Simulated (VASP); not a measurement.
Here is a VASP 6.6.1 calculation.

INCAR

```
PREC = Accurate
ENCUT = 520
EDIFF = 1E-6
ISMEAR = 0
SIGMA = 0.15
LREAL = False
LASPH = True
NELM = 60
ALGO = Normal
ISIF = 2
LWAVE = False
LCHARG = False
GGA = PE
IVDW = 12
NBANDS = 10
```

KPOINTS

```
Automatic mesh
0
Gamma
  22 22 22
```

Contents of POSCAR:

```
Br
1.0
   -1.3979500000      1.3979500000      3.7237500000
    1.3979500000     -1.3979500000      3.7237500000
    1.3979500000      1.3979500000     -3.7237500000
Br
1
Direct
    0.0000000000      0.0000000000      0.0000000000
```

Potentials or basis: VASP PAW PBE potentials, release 64 (Br).

Launch:

```console
$ cat potpaw_PBE.64/Br/POTCAR > POTCAR
$ mpirun -np 1 vasp_std > vasp.out
```

Question: What does it give for the pressure?

Answer: 1.7 GPa.

Question: Predict the band gap on the k mesh.

Answer: Zero (an odd number of electrons rules out a gap without spin polarisation).

Question: Estimate the dispersion energy per atom.

Answer: -0.246 eV.

Stress tensor (GPa, compression positive):
```
 2.89  0.00  0.00
 0.00  2.89  0.00
 0.00  0.00 -0.70
```

Caveat: an odd number of electrons without spin polarisation forces a metal; a magnetic or distorted state may lie lower.
